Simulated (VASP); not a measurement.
# Tc (P6_3/mmc) in VASP: further runs

The runs below take Tc through single point, relaxation of volume and atoms at fixed shape, with LDA.

Program: VASP 6.6.1. These are calculated values, not measurements. Logs are shortened: lines on timing, memory, paths and dates and some standing lists are left out, and cuts for length are marked.

## Step 1: The cell of the first run

Symmetry: P6_3/mmc, No. 194, hexagonal system. The conventional cell has a = 2.707 Å, b = 2.707 Å, c = 4.345 Å, α = 90.00°, β = 90.00°, γ = 120.00°. Tc (site symmetry -6m2) has 12 Tc at 2.68 to 2.71 Å within 3.5 Å.

## Step 2: Single point, LDA

Input file INCAR:

```
SYSTEM = Tc
ALGO = Normal ; EDIFF = 1E-6
ENCUT = 520 ; ISIF = 2
ISMEAR = 0 ; LASPH = .TRUE.
LCHARG = .FALSE. ; LREAL = .FALSE.
LWAVE = .FALSE. ; NBANDS = 20
NELM = 80 ; PREC = Accurate
SIGMA = 0.1
```

Input file KPOINTS:

```
k-points
0
G
  9 9 5
  0 0 0
```

Input file POSCAR:

```
Tc
1.0
    2.7066738563      0.0000000000      0.0000000000
   -1.3533369282      2.3440483193      0.0000000000
    0.0000000000      0.0000000000      4.3445075302
Tc
2
Direct
    0.3333333333      0.6666666667      0.2500000000
    0.6666666667      0.3333333333      0.7500000000
```

Potentials or basis: VASP PAW LDA potentials, release 64 (Tc_pv).

Run with:

```console
$ cat potpaw_LDA.64/Tc_pv/POTCAR > POTCAR
$ mpirun -np 1 vasp_std > vasp.out
```

OUTCAR:

```text
SYSTEM = Tc
   EDIFF = 1E-6
   ENCUT = 520
   ISIF = 2
   ISMEAR = 0
   LASPH = .TRUE.
   LREAL = .FALSE.
   NELM = 80
   PREC = Accurate

 ion  position               nearest neighbor table
   1  0.333  0.667  0.250-   2 2.68   2 2.68   2 2.68   2 2.68   2 2.68   2 2.68
   2  0.667  0.333  0.750-   1 2.68   1 2.68   1 2.68   1 2.68   1 2.68   1 2.68

  LATTYP: Found a hexagonal cell.
 ALAT       =     2.7066738563
 C/A-ratio  =     1.6051093559

  Lattice vectors:

 A1 = (   2.7066738563,   0.0000000000,   0.0000000000)
 A2 = (  -1.3533369282,   2.3440483193,   0.0000000000)
 A3 = (   0.0000000000,   0.0000000000,   4.3445075302)

Analysis of symmetry for initial positions (statically):
=====================================================================
 Subroutine PRICEL returns:
 Original cell was already a primitive cell.

 Routine SETGRP: Setting up the symmetry group for a
 hexagonal supercell.

 Subroutine GETGRP returns: Found 24 space group operations
 (whereof 12 operations were pure point group operations)
 out of a pool of 24 trial point group operations.

The static configuration has the point symmetry D_3d.
 The point group associated with its full space group is D_6h.

Analysis of symmetry for dynamics (positions and initial velocities):
=====================================================================
 Subroutine PRICEL returns:
 Original cell was already a primitive cell.

 Routine SETGRP: Setting up the symmetry group for a
 hexagonal supercell.

 Subroutine GETGRP returns: Found 24 space group operations
 (whereof 12 operations were pure point group operations)
 out of a pool of 24 trial point group operations.

The dynamic configuration has the point symmetry D_3d.
 The point group associated with its full space group is D_6h.

 Subroutine INISYM returns: Found 24 space group operations
 (whereof 12 operations are pure point group operations),
 and found     1 'primitive' translations

----------------------------------------------------------------------------------------

                                     Primitive cell

  volume of cell :      27.5641

  direct lattice vectors                    reciprocal lattice vectors
     2.706673856  0.000000000  0.000000000     0.369457147  0.213306183  0.000000000
    -1.353336928  2.344048319  0.000000000     0.000000000  0.426612366  0.000000000
     0.000000000  0.000000000  4.344507530     0.000000000  0.000000000  0.230175686

  length of vectors
     2.706673856  2.706673856  4.344507530     0.426612366  0.426612366  0.230175686

  position of ions in fractional coordinates (direct lattice)
     0.333333333  0.666666667  0.250000000
     0.666666667  0.333333333  0.750000000

  ion indices of the primitive-cell ions
   primitive index   ion index
                 1           1
                 2           2

----------------------------------------------------------------------------------------

 KPOINTS: k-points

Automatic generation of k-mesh.
 Grid dimensions read from file:
 generate k-points for:    9    9    5

 Generating k-lattice:

  Cartesian coordinates                     Fractional coordinates (reciprocal lattice)
     0.041050794  0.023700687  0.000000000     0.111111111  0.000000000  0.000000000
     0.000000000  0.047401374  0.000000000     0.000000000  0.111111111  0.000000000
     0.000000000  0.000000000  0.046035137     0.000000000  0.000000000  0.200000000

  Length of vectors
     0.047401374  0.047401374  0.046035137

  Shift w.r.t. Gamma in fractional coordinates (k-lattice)
     0.000000000  0.000000000  0.000000000

 Subroutine IBZKPT returns following result:
 ===========================================

 Found     36 irreducible k-points:

 Following reciprocal coordinates:
            Coordinates               Weight
  0.000000  0.000000  0.000000      1.000000
  0.111111  0.000000  0.000000      6.000000
  0.222222  0.000000  0.000000      6.000000
  0.333333  0.000000  0.000000      6.000000
  0.444444  0.000000  0.000000      6.000000
  0.111111  0.111111  0.000000      6.000000
[... 16 lines left out ...]
  0.333333  0.222222  0.200000     24.000000
  0.333333  0.333333  0.200000      4.000000
 [... further k-points ...]
   k-points           NKPTS =     36   k-points in BZ     NKDIM =     36   number of bands    NBANDS=     20
   number of dos      NEDOS =    301   number of ions     NIONS =      2
   total plane-waves  NPLWV =  12800
   dimension x,y,z NGX =    20 NGY =   20 NGZ =   32
   dimension x,y,z NGXF=    40 NGYF=   40 NGZF=   64
   ions per type =               2
   NGX,Y,Z   is equivalent  to a cutoff of  12.28, 12.28, 12.25 a.u.
   NGXF,Y,Z  is equivalent  to a cutoff of  24.57, 24.57, 24.49 a.u.
 SYSTEM =  Tc
   PREC   = accura    normal or accurate (medium, high low for compatibility)
   ISTART =      0    job   : 0-new  1-cont  2-samecut
   ICHARG =      2    charge: 1-file 2-atom 10-const
   ISPIN  =      1    spin polarized calculation?
   LNONCOLLINEAR =      F non collinear calculations
   LSORBIT =      F    spin-orbit coupling
   LASPH  =      T    aspherical Exc in radial PAW
   ENCUT  =  520.0 eV  38.22 Ry    6.18 a.u.   5.03  5.03  8.08*2*pi/ulx,y,z
   NELM   =     80;   NELMIN=  2; NELMDL= -5     # of ELM steps
   EDIFF  = 0.1E-05   stopping-criterion for ELM
   LREAL  =      F    real-space projection
   EDIFFG = 0.1E-04   stopping-criterion for IOM
   NSW    =      0    number of steps for IOM
   IBRION =     -1    ionic relax: 0-MD 1-quasi-New 2-CG
   NFREE  =      0    steps in history (QN), initial steepest desc. (CG)
   ISIF   =      2    stress and relaxation
   ISYM   =      2    0-nonsym 1-usesym 2-fastsym
   POTIM  = 0.5000    time-step for ionic-motion
   TEBEG  =    0.0;   TEEND  =   0.0 temperature during run
   PSTRESS=    0.0 pullay stress
   NELECT =      26.0000    total number of electrons
   NUPDOWN=      -1.0000    fix difference up-down
   EMIN   =  10.00;   EMAX   =-10.00  energy-range for DOS
   EFERMI =   0.00;   METHOD = LEGACY
   ISMEAR =     0;   SIGMA  =   0.10  broadening in eV -4-tet -1-fermi 0-gaus
   EFERMI_NEDOS =   21; number of points for ismear=-14 and -15
   IALGO  =     38    algorithm
   IMIX   =      4    mixing-type and parameters
     AMIX     =   0.40;   BMIX     =  1.00
     AMIX_MAG =   1.60;   BMIX_MAG =  1.00
  volume/ion in A,a.u.               =      13.78        93.01
  Fermi-wavevector in a.u.,A,eV,Ry     =   1.605529  3.034011 35.072074  2.577725
  Thomas-Fermi vector in A             =   2.701861
   LORBIT       =      0    0 simple, 1 ext, 2 COOP (PROOUT), +10 PAW based schemes
   GGA     = CA    functional components
   LHFCALC =     F    Hartree Fock is set to
   AEXX    =    0.0000 exact exchange contribution
   IVDW    =     0    specifies the selected vdW correction
   LEPSILON=     F    determine dielectric tensor
   LRPA    =     F    only Hartree local field effects (RPA)
 non-spin polarized calculation
 Gauss-broadening in eV      SIGMA  =   0.10
  energy-cutoff  :      520.00
  volume of cell :       27.56
 maximum number of plane-waves:       765
 NGX is ok and might be reduce to    20
   NGX =  9   NGY =  9   NGZ = 17

 number of electron      26.0000008 magnetization

 Free energy of the ion-electron system (eV)
  ---------------------------------------------------
  ext. energy  EPLUGINS =         0.00000000
  ---------------------------------------------------
  free energy    TOTEN  =       -23.46250720 eV

  energy without entropy =      -23.45522781  energy(sigma->0) =      -23.45886751

 E-fermi :  13.2703     XC(G=0): -14.2462

 val. band max:       13.2436049966   @ k =   0.2222   0.0000   0.0000
 cond. band min:      13.3031508961   @ k =   0.2222   0.0000   0.2000
 fundamental gap:      0.0595458996
 Fermi energy:        13.2702887718

 k-point     1 :       0.0000    0.0000    0.0000
  band No.  band energies     occupation
      1     -26.2331      2.00000
      2     -24.9419      2.00000
      3     -24.9419      2.00000
      4     -24.7309      2.00000
      5     -24.7309      2.00000
      6     -24.7106      2.00000
[... 12 lines left out ...]
     19      24.7019      0.00000
     20      27.5183      0.00000

 k-point     2 :       0.1111    0.0000    0.0000
  band No.  band energies     occupation
      1     -26.1764      2.00000
      2     -25.0709      2.00000
      3     -24.9834      2.00000
      4     -24.8637      2.00000
      5     -24.7488      2.00000
      6     -24.7347      2.00000
[... 12 lines left out ...]
     19      24.6338      0.00000
     20      28.4644      0.00000

 k-point     3 :       0.2222    0.0000    0.0000
  band No.  band energies     occupation
      1     -26.0197      2.00000
      2     -25.3956      2.00000
      3     -25.1854      2.00000
      4     -25.0830      2.00000
      5     -24.8083      2.00000
      6     -24.7984      2.00000
[... 12 lines left out ...]
     19      24.3147      0.00000
     20      29.1212      0.00000

 k-point     4 :       0.3333    0.0000    0.0000
  band No.  band energies     occupation
      1     -25.8040      2.00000
      2     -25.7607      2.00000
      3     -25.5298      2.00000
      4     -25.1898      2.00000
      5     -24.9287      2.00000
      6     -24.8587      2.00000
[... 12 lines left out ...]
     19      23.8799      0.00000
     20      25.9838      0.00000

 k-point     5 :       0.4444    0.0000    0.0000
  band No.  band energies     occupation
      1     -25.9956      2.00000
      2     -25.7447      2.00000
      3     -25.6109      2.00000
      4     -25.2570      2.00000
      5     -25.0592      2.00000
      6     -24.8995      2.00000
[... 12 lines left out ...]
     19      24.8709      0.00000
     20      25.6797      0.00000

 k-point     6 :       0.1111    0.1111    0.0000
  band No.  band energies     occupation
      1     -26.0695      2.00000
      2     -25.2613      2.00000
      3     -25.1700      2.00000
      4     -24.9858      2.00000
      5     -24.8078      2.00000
      6     -24.7837      2.00000
[... 12 lines left out ...]
     19      24.4384      0.00000
     20      29.5847      0.00000

 k-point     7 :       0.2222    0.1111    0.0000
  band No.  band energies     occupation
      1     -25.8814      2.00000
      2     -25.5780      2.00000
      3     -25.4475      2.00000
      4     -25.1412      2.00000
      5     -24.8943      2.00000
      6     -24.8824      2.00000
[... 12 lines left out ...]
     19      24.1559      0.00000
     20      27.5700      0.00000
[... 277 lines left out ...]
 k-point    20 :       0.3333    0.1111    0.2000
  band No.  band energies     occupation
      1     -25.9768      2.00000
      2     -25.7726      2.00000
      3     -25.4681      2.00000
      4     -25.2557      2.00000
      5     -25.0355      2.00000
      6     -24.9477      2.00000
[... 12 lines left out ...]
     19      25.0245      0.00000
     20      26.9991      0.00000

 k-point    21 :       0.4444    0.1111    0.2000
  band No.  band energies     occupation
      1     -26.0613      2.00000
      2     -25.8482      2.00000
      3     -25.4465      2.00000
      4     -25.2599      2.00000
      5     -25.1017      2.00000
      6     -24.9834      2.00000
[... 12 lines left out ...]
     19      25.1691      0.00000
     20      25.9393      0.00000

 k-point    22 :       0.2222    0.2222    0.2000
  band No.  band energies     occupation
      1     -25.8696      2.00000
      2     -25.7630      2.00000
      3     -25.4147      2.00000
      4     -25.3365      2.00000
      5     -25.0895      2.00000
      6     -24.9486      2.00000
[... 12 lines left out ...]
     19      25.6319      0.00000
     20      26.3640      0.00000

 k-point    23 :       0.3333    0.2222    0.2000
  band No.  band energies     occupation
      1     -25.9229      2.00000
      2     -25.7898      2.00000
      3     -25.5410      2.00000
      4     -25.3072      2.00000
      5     -25.2100      2.00000
      6     -25.0372      2.00000
[... 12 lines left out ...]
     19      24.5684      0.00000
     20      25.3600      0.00000

 k-point    24 :       0.3333    0.3333    0.2000
  band No.  band energies     occupation
      1     -25.7717      2.00000
      2     -25.7458      2.00000
      3     -25.7458      2.00000
      4     -25.3866      2.00000
      5     -25.1499      2.00000
      6     -25.1499      2.00000
[... 12 lines left out ...]
     19      22.6262      0.00000
     20      27.4195      0.00000

 [... further k-points ...]
[... 5 lines left out ...]
  --------------------------------------------------------------------------------------
  -------------------------------------------------------------------------------------
  Total        0.0582929      0.0582929     -0.0751934     -0.0000000      0.0000000     -0.0000000
  in kB        3.3883132      3.3883132     -4.3706604     -0.0000000      0.0000000     -0.0000000
  external PRESSURE =       0.8019887 kB  Pullay stress =       0.0000000 kB

 VOLUME and BASIS-vectors are now :
 -----------------------------------------------------------------------------
  energy-cutoff  :      520.00
  volume of cell :       27.56
      direct lattice vectors                 reciprocal lattice vectors
     2.706673856  0.000000000  0.000000000     0.369457147  0.213306183  0.000000000
    -1.353336928  2.344048319  0.000000000     0.000000000  0.426612366  0.000000000
     0.000000000  0.000000000  4.344507530     0.000000000  0.000000000  0.230175686

 POSITION                                       TOTAL-FORCE (eV/Angst)
 -----------------------------------------------------------------------------------
     -0.00000      1.56270      1.08613         0.000000      0.000000      0.000000
      1.35334      0.78135      3.25838        -0.000000      0.000000      0.000000
 -----------------------------------------------------------------------------------
    total drift:                               -0.000000      0.000000     -0.000000

  FREE ENERGIE OF THE ION-ELECTRON SYSTEM (eV)
  ---------------------------------------------------
  free  energy   TOTEN  =       -23.4625072010 eV

  energy  without entropy=      -23.4552278128  energy(sigma->0) =      -23.45886751
```

Wall time 6.3 s (1 thread of AMD EPYC 9R45 (Zen 5), shared host); peak memory 0.1 GiB.

What came out:

```
Free energy            : -23.4625 eV
Pressure               : 0.1 GPa
Band gap on the k mesh : zero (band 13 reaches 14.20 eV, above the bottom of band 14 at 11.80 eV)
```

Levels at points of the mesh, in eV from the Fermi level:
```csv
k point,band 9,band 10,band 11,band 12,band 13,band 14,band 15,band 16,band 17,band 18
"(0.00, 0.00, 0.00)",-1.76,-1.76,-1.71,-1.00,-1.00,-0.26,-0.26,1.70,2.56,2.56
```

## Step 3: Relaxation of volume and atoms at fixed shape, LDA

This run uses another cell than the first one, of 14.30 Å³/atom, 1.037 times its volume.

Input file INCAR:

```
SYSTEM = Tc
PREC = Accurate
ENCUT = 600
EDIFF = 1E-7
ISMEAR = 0
SIGMA = 0.1
LREAL = .FALSE.
LASPH = .TRUE.
NELM = 60
ALGO = Normal
ISIF = 8
LWAVE = .FALSE.
LCHARG = .FALSE.
GGA = CA
IBRION = 2
NSW = 80
EDIFFG = -0.03
```

Input file KPOINTS:

```
Automatic mesh
0
G
  9 9 5
  0 0 0
```

Input file POSCAR:

```
Tc
1.0
    2.7400000000      0.0000000000      0.0000000000
   -1.3700000000      2.3729100000      0.0000000000
    0.0000000000      0.0000000000      4.3980000000
Tc
2
Direct
    0.3333333333      0.6666666667      0.2500000000
    0.6666666667      0.3333333333      0.7500000000
```

Potentials or basis: VASP PAW LDA potentials, release 64 (Tc_pv).

Run with:

```console
$ cat potpaw_LDA.64/Tc_pv/POTCAR > POTCAR
$ mpirun -np 1 vasp_std > vasp.out
```

OUTCAR:

```text
SYSTEM = Tc
   PREC = Accurate
   ENCUT = 600
   EDIFF = 1E-7
   ISMEAR = 0
   LREAL = .FALSE.
   LASPH = .TRUE.
   NELM = 60
   ISIF = 8
   GGA = CA
   IBRION = 2
   NSW = 80
   EDIFFG = -0.03

 ion  position               nearest neighbor table
   1  0.333  0.667  0.250-   2 2.71   2 2.71   2 2.71   2 2.71   2 2.71   2 2.71
   2  0.667  0.333  0.750-   1 2.71   1 2.71   1 2.71   1 2.71   1 2.71   1 2.71

  LATTYP: Found a hexagonal cell.
 ALAT       =     2.7400000000
 C/A-ratio  =     1.6051094891

  Lattice vectors:

 A1 = (   2.7400000000,   0.0000000000,   0.0000000000)
 A2 = (  -1.3700000000,   2.3729100000,   0.0000000000)
 A3 = (   0.0000000000,   0.0000000000,   4.3980000000)

Analysis of symmetry for initial positions (statically):
=====================================================================
 Subroutine PRICEL returns:
 Original cell was already a primitive cell.

 Routine SETGRP: Setting up the symmetry group for a
 hexagonal supercell.

 Subroutine GETGRP returns: Found 24 space group operations
[... 170 lines left out ...]

------------------------ aborting loop because EDIFF is reached ----------------------------------------

  FORCE on cell =-STRESS in cart. coord.  units (eV):
  Direction    XX          YY          ZZ          XY          YZ          ZX
  --------------------------------------------------------------------------------------
  -------------------------------------------------------------------------------------
  Total       -1.9738845     -1.9738852     -2.1597795      0.0000000      0.0000000      0.0000000
  in kB     -110.5974898   -110.5975265   -121.0132574      0.0000000      0.0000000      0.0000000
  external PRESSURE =    -114.0694245 kB  Pullay stress =       0.0000000 kB
[... 95 lines left out ...]
--------------------------------------- Ionic step        4  -------------------------------------------

 number of electron      26.0000002 magnetization

 Free energy of the ion-electron system (eV)
  ---------------------------------------------------
  ext. energy  EPLUGINS =         0.00000000
  ---------------------------------------------------
  free energy    TOTEN  =       -23.46347833 eV

  energy without entropy =      -23.45619705  energy(sigma->0) =      -23.45983769

 E-fermi :  13.2555     XC(G=0): -14.2415

 val. band max:       13.2292310181   @ k =   0.2222  -0.0000   0.0000
 cond. band min:      13.2888263396   @ k =   0.2222  -0.0000   0.2000
 fundamental gap:      0.0595953215
 Fermi energy:        13.2555149801

 k-point     1 :       0.0000    0.0000    0.0000
  band No.  band energies     occupation
      1     -26.2450      2.00000
      2     -24.9571      2.00000
      3     -24.9571      2.00000
      4     -24.7467      2.00000
      5     -24.7467      2.00000
      6     -24.7263      2.00000
[... 457 lines left out ...]
      4     -25.4006      2.00000
      5     -25.1646      2.00000
      6     -25.1646      2.00000
[... 9 lines left out ...]
     16      15.7188      0.00000
     17      21.7788      0.00000

 [... further k-points ...]
[... 5 lines left out ...]
  --------------------------------------------------------------------------------------
  -------------------------------------------------------------------------------------
  Total        0.0338960      0.0338960     -0.1003803     -0.0000000      0.0000000     -0.0000000
  in kB        1.9686589      1.9686595     -5.8300229     -0.0000000      0.0000000     -0.0000000
  external PRESSURE =      -0.6309015 kB  Pullay stress =       0.0000000 kB
[... 17 lines left out ...]
  FREE ENERGIE OF THE ION-ELECTRON SYSTEM (eV)
  ---------------------------------------------------
  free  energy   TOTEN  =       -23.4634783254 eV

  energy  without entropy=      -23.4561970499  energy(sigma->0) =      -23.45983769

 reached required accuracy - stopping structural energy minimisation
```

Run time: 28 s. Hardware: 1 thread of AMD EPYC 9R45 (Zen 5), shared host; peak memory 0.13 GiB.

What came out:

```yaml
Free_energy: -23.4635 eV
Relaxed_volume: 13.79 Å³/atom
Relaxed_cell: a = 2.707 Å, b = 2.707 Å, c = 4.346 Å, α = 90.00°, β = 90.00°, γ = 120.00°
Space_group_after_relaxing_to_0.05_Å: P6_3/mmc (No. 194)
Energy_gained_by_relaxing: 18.6 meV/atom
Ionic_steps: 4
Pressure_after_relaxing: -0.1 GPa
Band_gap_on_the_k_mesh: zero (band 13 reaches 14.18 eV, above the bottom of band 14 at 11.79 eV)
```

Stress tensor (GPa, compression positive):
```
 0.20  0.00  0.00
 0.00  0.20  0.00
 0.00  0.00 -0.58
```

The path:
| step | energy change (eV) | largest force (eV/Å) | pressure (GPa) | volume (Å³) |
| --- | --- | --- | --- | --- |
| 1 | 0.0000 | 0.0000 | -11.41 | 28.59 |
| 2 | 0.3896 | 0.0000 | 50.58 | 24.59 |
| 3 | -0.0372 | 0.0000 | -0.64 | 27.63 |
| 4 | -0.0373 | 0.0000 | -0.06 | 27.59 |

Final structure:
```xyz
2
Lattice="2.7074 0.0000 0.0000 -1.3537 2.3447 0.0000 0.0000 0.0000 4.3457" Properties=species:S:1:pos:R:3 pbc="T T T"
Tc    0.0000    1.5631    1.0864
Tc    1.3537    0.7816    3.2592
```

LDA usually gives volumes a few per cent too small. Zero-point motion and thermal expansion aren't in these numbers.
